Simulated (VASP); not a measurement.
# TiCo2 (Fd-3m) in VASP: a series of runs

Runs on TiCo2. Level: r2SCAN. Tasks: single point.

Program: VASP 6.6.1. These are calculated values, not measurements. Logs are shortened: lines on timing, memory, paths and dates and some standing lists are left out, and cuts for length are marked.

## 1. The cell of the first run

It takes space group Fd-3m (No. 227, cubic). The conventional cell has a = 6.704 Å, b = 6.704 Å, c = 6.704 Å, α = 90.00°, β = 90.00°, γ = 90.00°. Ti (site symmetry -43m) has 12 Co at 2.78 Å and 4 Ti at 2.90 Å within 3.7 Å. Within 3.1 Å of Co (site symmetry -3m) lie 6 Co at 2.37 Å and 6 Ti at 2.78 Å.

## 2. Single point, r2SCAN, collinear spin, ferromagnetic start

Input file POSCAR:

```
TiCo2
1.0
    0.0000000000      3.3520000000      3.3520000000
    3.3520000000      0.0000000000      3.3520000000
    3.3520000000      3.3520000000      0.0000000000
Ti Co
2 4
Direct
    0.5000000000      0.5000000000      0.5000000000
    0.7500000000      0.7500000000      0.7500000000
    0.1250000000      0.1250000000      0.1250000000
    0.6250000000      0.1250000000      0.1250000000
    0.1250000000      0.1250000000      0.6250000000
    0.1250000000      0.6250000000      0.1250000000
```

Input file INCAR.step1:

```
SYSTEM = TiCo2
PREC = Accurate
ENCUT = 520
ISMEAR = 0
SIGMA = 0.1
LREAL = .FALSE.
LASPH = .TRUE.
NELM = 150
ISPIN = 2
MAGMOM = 0 0 3 3 3 3
LMAXMIX = 4
NBANDS = 43
GGA = PE
ALGO = Normal
EDIFF = 1E-4
LWAVE = .TRUE.
LCHARG = .FALSE.
```

Input file INCAR.step2:

```
SYSTEM = TiCo2
PREC = Accurate
ENCUT = 520
EDIFF = 1E-6
ISMEAR = 0
SIGMA = 0.1
LREAL = .FALSE.
LASPH = .TRUE.
NELM = 150
ALGO = Normal
ISIF = 2
LWAVE = .FALSE.
LCHARG = .TRUE.
ISPIN = 2
MAGMOM = 0 0 3 3 3 3
LORBIT = 11
LMAXMIX = 4
METAGGA = R2SCAN
LMIXTAU = .TRUE.
LELF = .TRUE.
LVHAR = .TRUE.
NBANDS = 43
ISTART = 1
```

Input file KPOINTS:

```
regular mesh
0
G
  6 6 6
  0 0 0
```

Potentials or basis: VASP PAW PBE potentials, release 64 (Ti_sv, Co).

Launch:

```console
$ cat potpaw_PBE.64/Ti_sv/POTCAR potpaw_PBE.64/Co/POTCAR > POTCAR
$ cp INCAR.step1 INCAR
$ mpirun -np 1 vasp_std > vasp.out
$ cp INCAR.step2 INCAR
$ mpirun -np 1 vasp_std > vasp.out
```

OUTCAR:

```text
SYSTEM = TiCo2
   PREC = Accurate
   ENCUT = 520
   EDIFF = 1E-6
   ISMEAR = 0
   LREAL = .FALSE.
   LASPH = .TRUE.
   NELM = 150
   ISIF = 2
   ISPIN = 2
   LORBIT = 11
   METAGGA = R2SCAN
   ISTART = 1

 ion  position               nearest neighbor table
   1  0.500  0.500  0.500-   3 2.78   5 2.78   6 2.78   3 2.78   4 2.78   5 2.78   3 2.78   4 2.78
                             6 2.78   4 2.78   5 2.78   6 2.78   2 2.90   2 2.90   2 2.90   2 2.90
   2  0.750  0.750  0.750-   4 2.78   5 2.78   6 2.78   3 2.78   4 2.78   6 2.78   3 2.78   4 2.78
                             5 2.78   3 2.78   5 2.78   6 2.78   1 2.90   1 2.90   1 2.90   1 2.90
   3  0.125  0.125  0.125-   4 2.37   5 2.37   6 2.37   5 2.37   6 2.37   4 2.37   1 2.78   2 2.78
                             1 2.78   2 2.78   1 2.78   2 2.78
   4  0.625  0.125  0.125-   3 2.37   5 2.37   6 2.37   3 2.37   5 2.37   6 2.37   2 2.78   1 2.78
                             1 2.78   2 2.78   2 2.78   1 2.78
   5  0.125  0.125  0.625-   3 2.37   3 2.37   4 2.37   6 2.37   6 2.37   4 2.37   1 2.78   2 2.78
                             1 2.78   2 2.78   1 2.78   2 2.78
   6  0.125  0.625  0.125-   3 2.37   5 2.37   3 2.37   4 2.37   5 2.37   4 2.37   2 2.78   1 2.78
                             2 2.78   2 2.78   1 2.78   1 2.78

  LATTYP: Found a face centered cubic cell.
 ALAT       =     6.7040000000

  Lattice vectors:

 A1 = (   0.0000000000,   3.3520000000,   3.3520000000)
 A2 = (   3.3520000000,   0.0000000000,   3.3520000000)
 A3 = (   3.3520000000,   3.3520000000,   0.0000000000)

Analysis of symmetry for initial positions (statically):
=====================================================================
 Subroutine PRICEL returns:
 Original cell was already a primitive cell.

 Routine SETGRP: Setting up the symmetry group for a
 face centered cubic supercell.

 Subroutine GETGRP returns: Found 48 space group operations
 (whereof 24 operations were pure point group operations)
 out of a pool of 48 trial point group operations.

The static configuration has the point symmetry T_d .
 The point group associated with its full space group is O_h .

Analysis of symmetry for dynamics (positions and initial velocities):
=====================================================================
 Subroutine PRICEL returns:
 Original cell was already a primitive cell.

 Routine SETGRP: Setting up the symmetry group for a
 face centered cubic supercell.

 Subroutine GETGRP returns: Found 48 space group operations
 (whereof 24 operations were pure point group operations)
 out of a pool of 48 trial point group operations.

The dynamic configuration has the point symmetry T_d .
 The point group associated with its full space group is O_h .

Analysis of structural, dynamic, and magnetic symmetry:
=====================================================================
 Subroutine PRICEL returns:
 Original cell was already a primitive cell.

 Routine SETGRP: Setting up the symmetry group for a
 face centered cubic supercell.

 Subroutine GETGRP returns: Found 48 space group operations
 (whereof 24 operations were pure point group operations)
 out of a pool of 48 trial point group operations.

The overall configuration has the point symmetry T_d .
 The point group associated with its full space group is O_h .

 Subroutine INISYM returns: Found 48 space group operations
 (whereof 24 operations are pure point group operations),
 and found     1 'primitive' translations

----------------------------------------------------------------------------------------

                                     Primitive cell

  volume of cell :      75.3255

  direct lattice vectors                    reciprocal lattice vectors
     0.000000000  3.352000000  3.352000000    -0.149164678  0.149164678  0.149164678
     3.352000000  0.000000000  3.352000000     0.149164678 -0.149164678  0.149164678
     3.352000000  3.352000000  0.000000000     0.149164678  0.149164678 -0.149164678

  length of vectors
     4.740443861  4.740443861  4.740443861     0.258360801  0.258360801  0.258360801

  position of ions in fractional coordinates (direct lattice)
     0.500000000  0.500000000  0.500000000
     0.750000000  0.750000000  0.750000000
     0.125000000  0.125000000  0.125000000
     0.625000000  0.125000000  0.125000000
     0.125000000  0.125000000  0.625000000
     0.125000000  0.625000000  0.125000000

  ion indices of the primitive-cell ions
   primitive index   ion index
                 1           1
                 2           2
                 3           3
                 4           4
                 5           5
                 6           6

----------------------------------------------------------------------------------------

 KPOINTS: regular mesh

Automatic generation of k-mesh.
 Grid dimensions read from file:
 generate k-points for:    6    6    6

 Generating k-lattice:

  Cartesian coordinates                     Fractional coordinates (reciprocal lattice)
    -0.024860780  0.024860780  0.024860780     0.166666667  0.000000000  0.000000000
     0.024860780 -0.024860780  0.024860780     0.000000000  0.166666667  0.000000000
     0.024860780  0.024860780 -0.024860780     0.000000000  0.000000000  0.166666667

  Length of vectors
     0.043060133  0.043060133  0.043060133

  Shift w.r.t. Gamma in fractional coordinates (k-lattice)
     0.000000000  0.000000000  0.000000000

 Subroutine IBZKPT returns following result:
 ===========================================

 Found     16 irreducible k-points:

 Following reciprocal coordinates:
            Coordinates               Weight
  0.000000  0.000000  0.000000      1.000000
  0.166667  0.000000  0.000000      8.000000
  0.333333  0.000000  0.000000      8.000000
  0.500000  0.000000  0.000000      4.000000
  0.166667  0.166667  0.000000      6.000000
  0.333333  0.166667  0.000000     24.000000
[... 8 lines left out ...]
 -0.333333  0.333333  0.166667     24.000000
 -0.333333  0.500000  0.166667     12.000000
   k-points           NKPTS =     16   k-points in BZ     NKDIM =     16   number of bands    NBANDS=     43
   number of dos      NEDOS =    301   number of ions     NIONS =      6
   total plane-waves  NPLWV =  46656
   dimension x,y,z NGX =    36 NGY =   36 NGZ =   36
   dimension x,y,z NGXF=    72 NGYF=   72 NGZF=   72
   ions per type =               2   4
   NGX,Y,Z   is equivalent  to a cutoff of  12.63, 12.63, 12.63 a.u.
   NGXF,Y,Z  is equivalent  to a cutoff of  25.25, 25.25, 25.25 a.u.
 SYSTEM =  TiCo2
   PREC   = accura    normal or accurate (medium, high low for compatibility)
   ISTART =      1    job   : 0-new  1-cont  2-samecut
   ICHARG =      0    charge: 1-file 2-atom 10-const
   ISPIN  =      2    spin polarized calculation?
   LNONCOLLINEAR =      F non collinear calculations
   LSORBIT =      F    spin-orbit coupling
   LASPH  =      T    aspherical Exc in radial PAW
   ENCUT  =  520.0 eV  38.22 Ry    6.18 a.u.   8.81  8.81  8.81*2*pi/ulx,y,z
   NELM   =    150;   NELMIN=  2; NELMDL=  0     # of ELM steps
   EDIFF  = 0.1E-05   stopping-criterion for ELM
   LREAL  =      F    real-space projection
   EDIFFG = 0.1E-04   stopping-criterion for IOM
   NSW    =      0    number of steps for IOM
   IBRION =     -1    ionic relax: 0-MD 1-quasi-New 2-CG
   NFREE  =      0    steps in history (QN), initial steepest desc. (CG)
   ISIF   =      2    stress and relaxation
   ISYM   =      2    0-nonsym 1-usesym 2-fastsym
   POTIM  = 0.5000    time-step for ionic-motion
   TEBEG  =    0.0;   TEEND  =   0.0 temperature during run
   PSTRESS=    0.0 pullay stress
   NELECT =      60.0000    total number of electrons
   NUPDOWN=      -1.0000    fix difference up-down
   EMIN   =  10.00;   EMAX   =-10.00  energy-range for DOS
   EFERMI =   0.00;   METHOD = LEGACY
   ISMEAR =     0;   SIGMA  =   0.10  broadening in eV -4-tet -1-fermi 0-gaus
   EFERMI_NEDOS =   21; number of points for ismear=-14 and -15
   IALGO  =     38    algorithm
   IMIX   =      4    mixing-type and parameters
     AMIX     =   0.40;   BMIX     =  1.00
     AMIX_MAG =   1.60;   BMIX_MAG =  1.00
  volume/ion in A,a.u.               =      12.55        84.72
  Fermi-wavevector in a.u.,A,eV,Ry     =   1.517555  2.867764 31.333871  2.302975
  Thomas-Fermi vector in A             =   2.626795
   LORBIT       =     11    0 simple, 1 ext, 2 COOP (PROOUT), +10 PAW based schemes
   METAGGA = R2SCAN    functional components
   LHFCALC =     F    Hartree Fock is set to
   AEXX    =    0.0000 exact exchange contribution
   IVDW    =     0    specifies the selected vdW correction
   LEPSILON=     F    determine dielectric tensor
   LRPA    =     F    only Hartree local field effects (RPA)
 spin polarized calculation
 Gauss-broadening in eV      SIGMA  =   0.10
  energy-cutoff  :      520.00
  volume of cell :       75.33
 maximum number of plane-waves:      2085
   NGX = 17   NGY = 17   NGZ = 17

 number of electron      60.0000021 magnetization      -0.0004234

 number of electron      60.0000021 magnetization       0.0046442

 Free energy of the ion-electron system (eV)
  ---------------------------------------------------
  ext. energy  EPLUGINS =         0.00000000
  ---------------------------------------------------
  free energy    TOTEN  =       -79.51324450 eV

  energy without entropy =      -79.46403896  energy(sigma->0) =      -79.48864173

 E-fermi :   9.7527     XC(G=0): -13.8881

 val. band max:        9.7519708177   @ k =  -0.3333   0.3333   0.1667
 cond. band min:       9.7670133073   @ k =   0.5000   0.3333   0.1667
 fundamental gap:      0.0150424896
 Fermi energy:         9.7527366001

 spin component 1

 k-point     1 :       0.0000    0.0000    0.0000
  band No.  band energies     occupation
      1     -49.8795      1.00000
      2     -49.7967      1.00000
      3     -25.1190      1.00000
      4     -25.1190      1.00000
      5     -25.1190      1.00000
      6     -24.9354      1.00000
[... 34 lines left out ...]
     41      15.3840      0.00000
     42      15.3840      0.00000
[... 633 lines left out ...]
      1     -49.8379      1.00000
      2     -49.8379      1.00000
      3     -25.1611      1.00000
      4     -25.1611      1.00000
      5     -25.0287      1.00000
      6     -25.0287      1.00000
[... 34 lines left out ...]
     41      12.1970      0.00000
     42      12.1970      0.00000
 Fermi energy:         9.7527366001

 spin component 2

 k-point     1 :       0.0000    0.0000    0.0000
  band No.  band energies     occupation
      1     -49.8803      1.00000
      2     -49.7975      1.00000
      3     -25.1199      1.00000
      4     -25.1198      1.00000
      5     -25.1198      1.00000
      6     -24.9363      1.00000
[... 34 lines left out ...]
     41      15.3834      0.00000
     42      15.3834      0.00000
[... 633 lines left out ...]
      1     -49.8387      1.00000
      2     -49.8387      1.00000
      3     -25.1619      1.00000
      4     -25.1619      1.00000
      5     -25.0296      1.00000
      6     -25.0296      1.00000
[... 34 lines left out ...]
     41      12.1968      0.00000
     42      12.1969      0.00000
 [bands above 42 left out]

------------------------ aborting loop because EDIFF is reached ----------------------------------------

  FORCE on cell =-STRESS in cart. coord.  units (eV):
  Direction    XX          YY          ZZ          XY          YZ          ZX
  --------------------------------------------------------------------------------------
  -------------------------------------------------------------------------------------
  Total       -5.1093527     -5.1093527     -5.1093527     -0.0000000     -0.0000000      0.0000000
  in kB     -108.6761993   -108.6761993   -108.6761993     -0.0000000     -0.0000000      0.0000000
  external PRESSURE =    -108.6761993 kB  Pullay stress =       0.0000000 kB

 VOLUME and BASIS-vectors are now :
 -----------------------------------------------------------------------------
  energy-cutoff  :      520.00
  volume of cell :       75.33
      direct lattice vectors                 reciprocal lattice vectors
     0.000000000  3.352000000  3.352000000    -0.149164678  0.149164678  0.149164678
     3.352000000  0.000000000  3.352000000     0.149164678 -0.149164678  0.149164678
     3.352000000  3.352000000  0.000000000     0.149164678  0.149164678 -0.149164678

 POSITION                                       TOTAL-FORCE (eV/Angst)
 -----------------------------------------------------------------------------------
      3.35200      3.35200      3.35200         0.000000      0.000000      0.000000
      5.02800      5.02800      5.02800        -0.000000     -0.000000     -0.000000
      0.83800      0.83800      0.83800        -0.000000     -0.000000      0.000000
      0.83800      2.51400      2.51400        -0.000000     -0.000000      0.000000
      2.51400      2.51400      0.83800        -0.000000     -0.000000      0.000000
      2.51400      0.83800      2.51400        -0.000000     -0.000000      0.000000
 -----------------------------------------------------------------------------------
    total drift:                                0.000000      0.000000      0.000000

  FREE ENERGIE OF THE ION-ELECTRON SYSTEM (eV)
  ---------------------------------------------------
  free  energy   TOTEN  =       -79.5132445039 eV

  energy  without entropy=      -79.4640389572  energy(sigma->0) =      -79.48864173

 total charge

# of ion       s       p       d       tot
------------------------------------------
    1        2.213   6.151   1.761  10.124
    2        2.213   6.151   1.761  10.124
    3        0.556   0.578   7.311   8.445
    4        0.556   0.578   7.311   8.445
    5        0.556   0.578   7.311   8.445
    6        0.556   0.578   7.311   8.445
--------------------------------------------------
tot          6.650  14.613  32.765  54.028

 magnetization (x)

# of ion       s       p       d       tot
------------------------------------------
    1       -0.000  -0.000  -0.000  -0.000
    2       -0.000  -0.000  -0.000  -0.000
    3        0.000  -0.000   0.002   0.002
    4        0.000  -0.000   0.002   0.002
    5        0.000  -0.000   0.002   0.002
    6        0.000  -0.000   0.002   0.002
--------------------------------------------------
tot          0.000  -0.000   0.008   0.008
```

Wall time 14 min (1 thread of Intel Xeon Platinum 8375C at 2.90GHz (Ice Lake), shared host); peak memory 0.31 GiB.

What came out:

```
Free energy                                           : -79.5132 eV
Pressure                                              : -10.9 GPa
Band gap on the k mesh                                : zero (filled and empty bands overlap)
Net moment                                            : 0.00 μB per cell
Valence electrons inside the program's atomic spheres : Ti 10.12; Co 8.45
```

Levels at points of the mesh, in eV from the Fermi level:
Spin up:
| k point | band 28 | band 29 | band 30 | band 31 | band 32 | band 33 |
| --- | --- | --- | --- | --- | --- | --- |
| (0.00, 0.00, 0.00) | -0.64 | -0.58 | -0.58 | -0.58 | 0.82 | 0.82 |
| (0.50, 0.00, 0.00) | -0.40 | -0.40 | 0.21 | 0.21 | 0.54 | 0.54 |
| (0.50, 0.50, 0.00) | -0.53 | -0.53 | -0.53 | -0.03 | -0.03 | 0.92 |
Spin down:
| k point | band 27 | band 28 | band 29 | band 30 | band 31 | band 32 | band 33 | band 34 |
| --- | --- | --- | --- | --- | --- | --- | --- | --- |
| (0.00, 0.00, 0.00) | -0.64 | -0.64 | -0.57 | -0.57 | -0.57 | 0.82 | 0.82 | 0.82 |
| (0.50, 0.00, 0.00) | -0.63 | -0.39 | -0.39 | 0.21 | 0.21 | 0.54 | 0.54 | 0.82 |
| (0.50, 0.50, 0.00) | -0.53 | -0.53 | -0.52 | -0.52 | -0.03 | -0.03 | 0.92 | 0.92 |

Caveat: the cell stands under tension; the moments typed at the start vanished in this run; the PAW data sets were made with another functional, which shifts forces and pressure a little.

(Continued in part 2 of 2.)
